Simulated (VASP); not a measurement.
# Y3Zr2F (P6/mmm) in VASP: a series of runs

The runs below take Y3Zr2F through relaxation of cell and atoms, single point, with PBE.

Program: VASP 6.6.1. These are calculated values, not measurements. Logs are shortened: lines on timing, memory, paths and dates and some standing lists are left out, and cuts for length are marked.

### Step 1. The cell of the first run

The structure is hexagonal, space group P6/mmm (No. 191). Conventional cell: a = 5.561 Å, b = 5.561 Å, c = 4.061 Å, α = 90.00°, β = 90.00°, γ = 120.00°. Within 3.4 Å of Y (site symmetry mmm) lie 4 Zr at 2.59 Å and 4 Y at 2.78 Å. Within 3.4 Å of Zr (site symmetry -6m2) lie 6 Y at 2.59 Å and 3 Zr at 3.21 Å and 3 F at 3.21 Å. F (site symmetry 6/mmm) has 6 Zr at 3.21 Å and 12 Y at 3.44 Å and 2 F at 4.06 Å within 4.2 Å.

### Step 2. Relaxation of cell and atoms, PBE

INCAR

```
PREC = Accurate
ENCUT = 600
EDIFF = 1E-6
ISMEAR = 0
SIGMA = 0.1
LREAL = F
LASPH = T
NELM = 80
ALGO = Normal
ISIF = 3
LWAVE = F
LCHARG = F
GGA = PE
IBRION = 2
NSW = 90
EDIFFG = -0.04
```

KPOINTS

```
Automatic mesh
0
Gamma
  6 6 4
```

POSCAR

```
Y3Zr2F
1.0
    5.5613963000      0.0000000000      0.0000000000
   -2.7806981500      4.8163104700      0.0000000000
    0.0000000000      0.0000000000      4.0610497300
Y Zr F
3 2 1
Direct
    0.0000000000      0.5000000000      0.5000000000
    0.5000000000      0.0000000000      0.5000000000
    0.5000000000      0.5000000000      0.5000000000
    0.3333333300      0.6666666700      0.0000000000
    0.6666666700      0.3333333300      0.0000000000
    0.0000000000      0.0000000000      0.0000000000
```

Potentials or basis: VASP PAW PBE potentials, release 64 (Y_sv, Zr_sv, F).

On the command line:

```console
> cat potpaw_PBE.64/Y_sv/POTCAR potpaw_PBE.64/Zr_sv/POTCAR potpaw_PBE.64/F/POTCAR > POTCAR
> mpirun -np 1 vasp_std > vasp.out
```

OUTCAR:

```text
PREC = Accurate
   ENCUT = 600
   EDIFF = 1E-6
   ISMEAR = 0
   LREAL = F
   LASPH = T
   NELM = 80
   ISIF = 3
   GGA = PE
   IBRION = 2
   NSW = 90
   EDIFFG = -0.04

 ion  position               nearest neighbor table
   1  0.000  0.500  0.500-   4 2.59   5 2.59   4 2.59   5 2.59   2 2.78   2 2.78   3 2.78   3 2.78

   2  0.500  0.000  0.500-   4 2.59   5 2.59   4 2.59   5 2.59   1 2.78   3 2.78   3 2.78   1 2.78

   3  0.500  0.500  0.500-   4 2.59   5 2.59   4 2.59   5 2.59   2 2.78   2 2.78   1 2.78   1 2.78

   4  0.333  0.667  0.000-   2 2.59   2 2.59   1 2.59   1 2.59   3 2.59   3 2.59   5 3.21   5 3.21
                             5 3.21
   5  0.667  0.333  0.000-   2 2.59   2 2.59   1 2.59   1 2.59   3 2.59   3 2.59   4 3.21   4 3.21
                             4 3.21
   6  0.000  0.000  0.000-

  LATTYP: Found a hexagonal cell.
 ALAT       =     5.5613963000
 C/A-ratio  =     0.7302212450

  Lattice vectors:

 A1 = (   5.5613963000,   0.0000000000,   0.0000000000)
 A2 = (  -2.7806981500,   4.8163104700,   0.0000000000)
 A3 = (   0.0000000000,   0.0000000000,   4.0610497300)

Analysis of symmetry for initial positions (statically):
=====================================================================
 Subroutine PRICEL returns:
 Original cell was already a primitive cell.

 Routine SETGRP: Setting up the symmetry group for a
 hexagonal supercell.

 Subroutine GETGRP returns: Found 24 space group operations
 (whereof 24 operations were pure point group operations)
 out of a pool of 24 trial point group operations.

The static configuration has the point symmetry D_6h.

Analysis of symmetry for dynamics (positions and initial velocities):
=====================================================================
 Subroutine PRICEL returns:
 Original cell was already a primitive cell.

 Routine SETGRP: Setting up the symmetry group for a
 hexagonal supercell.

 Subroutine GETGRP returns: Found 24 space group operations
 (whereof 24 operations were pure point group operations)
 out of a pool of 24 trial point group operations.

The dynamic configuration has the point symmetry D_6h.

 Subroutine INISYM returns: Found 24 space group operations
 (whereof 24 operations are pure point group operations),
 and found     1 'primitive' translations

----------------------------------------------------------------------------------------

                                     Primitive cell

  volume of cell :     108.7769
[... 76 lines left out ...]
   number of dos      NEDOS =    301   number of ions     NIONS =      6
   total plane-waves  NPLWV =  73728
   dimension x,y,z NGX =    48 NGY =   48 NGZ =   32
   dimension x,y,z NGXF=    96 NGYF=   96 NGZF=   64
   ions per type =               3   2   1
   NGX,Y,Z   is equivalent  to a cutoff of  14.35, 14.35, 13.10 a.u.
   NGXF,Y,Z  is equivalent  to a cutoff of  28.70, 28.70, 26.20 a.u.
 SYSTEM =  unknown system
   PREC   = accura    normal or accurate (medium, high low for compatibility)
   ISTART =      0    job   : 0-new  1-cont  2-samecut
   ICHARG =      2    charge: 1-file 2-atom 10-const
   ISPIN  =      1    spin polarized calculation?
   LNONCOLLINEAR =      F non collinear calculations
   LSORBIT =      F    spin-orbit coupling
   LASPH  =      T    aspherical Exc in radial PAW
   ENCUT  =  600.0 eV  44.10 Ry    6.64 a.u.  11.11 11.11  8.11*2*pi/ulx,y,z
   NELM   =     80;   NELMIN=  2; NELMDL= -5     # of ELM steps
   EDIFF  = 0.1E-05   stopping-criterion for ELM
   LREAL  =      F    real-space projection
   EDIFFG = -.4E-01   stopping-criterion for IOM
   NSW    =     90    number of steps for IOM
   IBRION =      2    ionic relax: 0-MD 1-quasi-New 2-CG
   NFREE  =      1    steps in history (QN), initial steepest desc. (CG)
   ISIF   =      3    stress and relaxation
   ISYM   =      2    0-nonsym 1-usesym 2-fastsym
   POTIM  = 0.5000    time-step for ionic-motion
   TEBEG  =    0.0;   TEEND  =   0.0 temperature during run
   PSTRESS=    0.0 pullay stress
   NELECT =      64.0000    total number of electrons
   NUPDOWN=      -1.0000    fix difference up-down
   EMIN   =  10.00;   EMAX   =-10.00  energy-range for DOS
   EFERMI =   0.00;   METHOD = LEGACY
   ISMEAR =     0;   SIGMA  =   0.10  broadening in eV -4-tet -1-fermi 0-gaus
   EFERMI_NEDOS =   21; number of points for ismear=-14 and -15
   IALGO  =     38    algorithm
   IMIX   =      4    mixing-type and parameters
     AMIX     =   0.40;   BMIX     =  1.00
     AMIX_MAG =   1.60;   BMIX_MAG =  1.00
  volume/ion in A,a.u.               =      18.13       122.34
  Fermi-wavevector in a.u.,A,eV,Ry     =   1.371795  2.592317 25.603744  1.881822
  Thomas-Fermi vector in A             =   2.497460
   LORBIT       =      0    0 simple, 1 ext, 2 COOP (PROOUT), +10 PAW based schemes
   GGA     = PE    functional components
   LHFCALC =     F    Hartree Fock is set to
   AEXX    =    0.0000 exact exchange contribution
   IVDW    =     0    specifies the selected vdW correction
   LEPSILON=     F    determine dielectric tensor
   LRPA    =     F    only Hartree local field effects (RPA)
 conjugate gradient relaxation of ions
 non-spin polarized calculation
 Gauss-broadening in eV      SIGMA  =   0.10
  energy-cutoff  :      600.00
  volume of cell :      108.78
 maximum number of plane-waves:      3652
 NGX is ok and might be reduce to    48
   NGX = 23   NGY = 23   NGZ = 17

--------------------------------------- Ionic step        1  -------------------------------------------

 number of electron      64.0000013 magnetization

 Free energy of the ion-electron system (eV)
  ---------------------------------------------------
  ext. energy  EPLUGINS =         0.00000000
  ---------------------------------------------------
  free energy    TOTEN  =       -26.55678359 eV

  energy without entropy =      -26.53099485  energy(sigma->0) =      -26.54388922

 E-fermi :   6.9028     XC(G=0): -11.2121

 val. band max:        6.8993732523   @ k =   0.1667   0.0000   0.5000
 cond. band min:       6.9295581034   @ k =   0.1667   0.0000   0.2500
 fundamental gap:      0.0301848510
 Fermi energy:         6.9028218472

 k-point     1 :       0.0000    0.0000    0.0000
  band No.  band energies     occupation
      1     -41.0801      2.00000
      2     -40.9433      2.00000
      3     -35.0414      2.00000
      4     -34.5819      2.00000
      5     -34.5819      2.00000
      6     -20.4024      2.00000
[... 969 lines left out ...]
--------------------------------------- Ionic step        4  -------------------------------------------

 number of electron      64.0000024 magnetization

 Free energy of the ion-electron system (eV)
  ---------------------------------------------------
  ext. energy  EPLUGINS =         0.00000000
  ---------------------------------------------------
  free energy    TOTEN  =       -33.71288924 eV

  energy without entropy =      -33.61618223  energy(sigma->0) =      -33.66453573

 E-fermi :   3.0106     XC(G=0):  -8.9358

 val. band max:        3.0058528657   @ k =   0.5000   0.0000   0.2500
 cond. band min:       3.0184785562   @ k =   0.1667   0.1667   0.2500
 fundamental gap:      0.0126256905
 Fermi energy:         3.0105669058

 k-point     1 :       0.0000    0.0000    0.0000
  band No.  band energies     occupation
      1     -45.9693      2.00000
      2     -45.9593      2.00000
      3     -39.4531      2.00000
      4     -39.3452      2.00000
      5     -39.3452      2.00000
      6     -24.0473      2.00000
[... 883 lines left out ...]
  FREE ENERGIE OF THE ION-ELECTRON SYSTEM (eV)
  ---------------------------------------------------
  free  energy   TOTEN  =       -33.7128892414 eV

  energy  without entropy=      -33.6161822283  energy(sigma->0) =      -33.66453573

 reached required accuracy - stopping structural energy minimisation
```

CONTCAR:

```text
Y3Zr2F
   1.00000000000000
     6.4879828280106588    0.0000000000000000    0.0000000000000000
    -3.2439914140053294    5.6187579389063265   -0.0000000000000000
     0.0000000000000000   -0.0000000000000000    5.0774141401870327
  Y               Zr              F
     3     2     1
Direct
     1.0000000000000000    0.5000000000000000    0.5000000000000000
     0.5000000000000000    0.0000000000000000    0.5000000000000000
     0.5000000000000000    0.5000000000000000    0.5000000000000000
     0.3333333300000021    0.6666666699999979    0.0000000000000000
     0.6666666699999979    0.3333333300000021    1.0000000000000000
     1.0000000000000000    0.0000000000000000    0.0000000000000000

  0.00000000E+00  0.00000000E+00  0.00000000E+00
  0.00000000E+00  0.00000000E+00  0.00000000E+00
  0.00000000E+00  0.00000000E+00  0.00000000E+00
  0.00000000E+00  0.00000000E+00  0.00000000E+00
  0.00000000E+00  0.00000000E+00  0.00000000E+00
  0.00000000E+00  0.00000000E+00  0.00000000E+00
```

Wall time 7.2 min (1 thread of Oxide Virtual Turin-like, shared host); peak memory 0.31 GiB.

What came out:

| Item | Value |
| --- | --- |
| Free energy | -33.7129 eV |
| Relaxed volume | 30.85 Å³/atom |
| Relaxed cell | a = 6.488 Å, b = 6.488 Å, c = 5.077 Å, α = 90.00°, β = 90.00°, γ = 120.00° |
| Space group after relaxing (to 0.05 Å) | P6/mmm (No. 191) |
| Energy gained by relaxing | 1192.7 meV/atom |
| Ionic steps | 4 |
| Pressure after relaxing | 0.0 GPa |
| Band gap on the k mesh | zero (band 32 reaches 3.09 eV, above the bottom of band 33 at 2.74 eV) |

Step by step:
```csv
step,energy change (eV),largest force (eV/Å),pressure (GPa),volume (Å³)
1,0.0000,0.0000,42.43,108.78
2,-6.9797,0.0000,-3.03,202.77
3,-7.1442,0.0000,0.83,180.80
4,-7.1561,0.0000,0.00,185.09
```

Final structure:
```cif
data_structure
_symmetry_space_group_name_H-M 'P 1'
_symmetry_Int_Tables_number 1
_cell_length_a 6.4880
_cell_length_b 6.4880
_cell_length_c 5.0774
_cell_angle_alpha 90.000
_cell_angle_beta 90.000
_cell_angle_gamma 120.000
_cell_volume 185.09
loop_
_atom_site_label
_atom_site_type_symbol
_atom_site_fract_x
_atom_site_fract_y
_atom_site_fract_z
_atom_site_occupancy
Y1 Y 0.00000 0.50000 0.50000 1
Y2 Y 0.50000 0.00000 0.50000 1
Y3 Y 0.50000 0.50000 0.50000 1
Zr1 Zr 0.33333 0.66667 0.00000 1
Zr2 Zr 0.66667 0.33333 0.00000 1
F1 F 0.00000 0.00000 0.00000 1
```

Levels at points of the mesh, in eV from the Fermi level:
```
           k point  band 30  band 31  band 32  band 33  band 34  band 35
(0.00, 0.00, 0.00)    -0.64    -0.32    -0.32    -0.25    -0.16    -0.14
(0.50, 0.00, 0.00)    -0.59    -0.21    -0.05    -0.03     0.06     0.10
(0.00, 0.00, 0.50)    -0.05     0.05     0.05     0.58     0.70     0.76
(0.50, 0.00, 0.50)    -0.52    -0.02    -0.01     0.06     0.13     0.43
```

Caveat: the k points lie up to 0.31 Å⁻¹ apart in the final cell; the volume moved by over 15 % at a fixed basis, so the end points are rough.

### Step 3. Single point, PBE

This run uses another cell than the first one, of 32.59 Å³/atom, 1.798 times its volume.

INCAR

```
  PREC = Accurate
  ENCUT = 520
  EDIFF = 1E-6
  ISMEAR = 0
  SIGMA = 0.1
  LREAL = F
  LASPH = T
  NELM = 60
  ALGO = Normal
  ISIF = 2
  LWAVE = F
  LCHARG = F
  GGA = PE
  NBANDS = 41
```

KPOINTS

```
regular mesh
0
Gamma
  6 6 8
```

POSCAR

```
Y3Zr2F
1.0
    6.8628905400      0.0000000000      0.0000000000
   -3.4314452700      5.9434375511      0.0000000000
    0.0000000000      0.0000000000      4.7943214662
Y Zr F
3 2 1
Direct
    0.0000000000      0.5000000000      0.5000000000
    0.5000000000      0.0000000000      0.5000000000
    0.5000000000      0.5000000000      0.5000000000
    0.3333333333      0.6666666667      0.0000000000
    0.6666666667      0.3333333333      0.0000000000
    0.0000000000      0.0000000000      0.0000000000
```

Potentials or basis: VASP PAW PBE potentials, release 64 (Y_sv, Zr_sv, F).

On the command line:

```console
> cat potpaw_PBE.64/Y_sv/POTCAR potpaw_PBE.64/Zr_sv/POTCAR potpaw_PBE.64/F/POTCAR > POTCAR
> mpirun -np 1 vasp_std > vasp.out
```

Run time: 5 min. Hardware: 1 thread of Oxide Virtual Turin-like, shared host; peak memory 0.46 GiB.

It converged, with:

```yaml
Free_energy: -33.8923 eV
Pressure: -0.1 GPa
Band_gap_on_the_k_mesh: zero (band 32 reaches 3.10 eV, above the bottom of band 33 at 2.26 eV)
```

Levels at points of the mesh, in eV from the Fermi level:
| k point | band 28 | band 29 | band 30 | band 31 | band 32 | band 33 | band 34 | band 35 | band 36 | band 37 |
| --- | --- | --- | --- | --- | --- | --- | --- | --- | --- | --- |
| (0.00, 0.00, 0.00) | -0.87 | -0.70 | -0.70 | -0.41 | -0.33 | -0.33 | 0.28 | 0.36 | 0.82 | 0.82 |
| (0.50, 0.00, 0.00) | -0.90 | -0.86 | -0.44 | -0.31 | -0.17 | -0.09 | 0.10 | 0.25 | 0.43 | 0.71 |
| (0.00, 0.00, 0.50) | -1.40 | -1.40 | -0.02 | -0.02 | 0.46 | 0.66 | 0.66 | 0.81 | 0.81 | 1.09 |
| (0.50, 0.00, 0.50) | -0.91 | -0.91 | -0.50 | -0.05 | 0.12 | 0.15 | 0.20 | 0.20 | 0.73 | 1.07 |
